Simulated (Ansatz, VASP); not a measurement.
## Nb: VASP beside Ansatz

File INCAR:

```
PREC = Accurate ; ENCUT = 600
EDIFF = 1E-6 ; ISMEAR = -1
SIGMA = 0.05 ; LREAL = F
LASPH = T ; NELM = 150
ALGO = Normal ; ISIF = 3
LWAVE = F ; LCHARG = F
ISPIN = 2 ; MAGMOM = 1
LORBIT = 11 ; LMAXMIX = 4
GGA = PE ; IBRION = 2
NSW = 80 ; EDIFFG = -0.01
```

Contents of KPOINTS:

```
Automatic mesh
0
Gamma
  13 13 13
```

File POSCAR:

```
Nb
1.0
   -1.6502000000      1.6502000000      1.6502000000
    1.6502000000     -1.6502000000      1.6502000000
    1.6502000000      1.6502000000     -1.6502000000
Nb
1
Direct
    0.0000000000      0.0000000000      0.0000000000
```

Input for Ansatz:

```yaml
crystal:
  lattice:
    - [-1.6502, 1.6502, 1.6502]
    - [1.6502, -1.6502, 1.6502]
    - [1.6502, 1.6502, -1.6502]
  atoms:
    - { symbol: Nb, position: [0.0, 0.0, 0.0], spin: 1.0 }
hamiltonian:
  xc: pbe
  pseudopotentials:
    kind: paw
    azcp:
      Nb: "pseudopotentials/Nb.paw.azcp"
basis:
  ecutwfc: 420
  fft_grid_basis: typed
kpoints:
  mp_grid: { grid: [13, 13, 13], shift: [0, 0, 0] }
magnetization:
  spin_polarized: true
scf:
  occupations: { method: fermi_dirac, width: 0.05 }
relax:
  max_steps: 60
  f_tol: 0.01
  cell: {}
```

Alike in both runs: task relaxation of cell and atoms; functional PBE; k mesh 13 × 13 × 13; occupations fermi-dirac, width 0.05 eV; collinear spin.

|  | VASP | Ansatz |
| --- | --- | --- |
| version | VASP 6.6.1 | Ansatz 0.2.0 |
| potentials or method | VASP PAW PBE potentials, release 64 (Nb_sv), cutoff 600 eV | plane waves (420 eV) with PAW, scalar-relativistic |
| valence electrons in the cell | 13 | 13 |

```tsv
	VASP	Ansatz	Ansatz less VASP
net moment per atom (μB)	0.00	0.00	0.000
relaxed volume (Å³/atom)	18.05	18.09	+0.034
relaxed length of the cell vector where the two differ most in proportion (Å)	2.862	2.864	+0.0018
```

Ansatz's warnings: seeded moment not kept.
